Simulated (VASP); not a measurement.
Ir, 3 atoms in the cell. The structure is hexagonal, space group P6/mmm (No. 191). Conventional cell: a = 4.308 Å, b = 4.308 Å, c = 2.641 Å, α = 90.00°, β = 90.00°, γ = 120.00°. Within 3.5 Å of Ir (site symmetry 6/mmm) lie 14 Ir at 2.64 to 2.82 Å. Ir (site symmetry -6m2) has 11 Ir at 2.49 to 2.82 Å within 3.3 Å. This isn't the form of Ir at room conditions, which is fcc.

```yaml
Program: VASP 6.6.1
Task: relaxation of cell and atoms
Functional: LDA
Potentials_or_basis: VASP PAW LDA potentials, release 64 (Ir)
Cutoff: 600 eV
k_mesh: 9 × 9 × 12
Occupations: fermi-dirac, width 0.1 eV
Spin: no spin polarisation
Dipole_correction: no
Further_INCAR_settings: ALGO = Normal; EDIFF = 1e-06; IBRION = 2; EDIFFG = -0.01; NSW = 80; ISIF = 3
```

Potentials or basis: VASP PAW LDA potentials, release 64 (Ir).

Launch:

```console
$ cat potpaw_LDA.64/Ir/POTCAR > POTCAR
$ mpirun -np 1 vasp_std > vasp.out
```

Hardware: 1 thread of Intel Xeon 8259CL (shared host).

How long does it take, and how much memory?

Run time: 4.9 min on 1 thread of Intel Xeon 8259CL, on a shared host, peak memory 0.21 GiB. Counts: scf iterations 47, k points 84, ion steps 6.
